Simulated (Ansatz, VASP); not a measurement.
# One calculation of Mg, two programs

```
Mg
1.0
     1.56835   -2.71647    0.00000
     1.56835    2.71647    0.00000
     0.00000    0.00000    5.07906
Mg
2
Direct
  0.66667 0.33333 0.25000
  0.33333 0.66667 0.75000
```

Alike in both runs: task single point; functional LDA; k mesh 13 × 13 × 7; occupations fermi-dirac, width 0.1 eV; no spin polarisation.

|  | VASP | Ansatz |
| --- | --- | --- |
| version | VASP 6.6.1 | Ansatz 0.2.0 |
| potentials or method | VASP PAW LDA potentials, release 64 (Mg) | PAW with Ansatz's default frozen-core files, scalar-relativistic |
| plane-wave cutoff (eV) | 520 | 420 |
| valence electrons in the cell | 4 | 20 |

```csv
,VASP,Ansatz,Ansatz less VASP
pressure (GPa),-0.3,0.0,+0.33
"traceless stress, the component that is largest in VASP (GPa)",-0.09,-0.09,+0.001
```

LDA's correlation is that of Perdew and Zunger in VASP and of Perdew and Wang (1992) in Ansatz. VASP's potentials hold 4 valence electrons a cell and Ansatz's 20, so a difference there can come from the potentials and not from the codes.
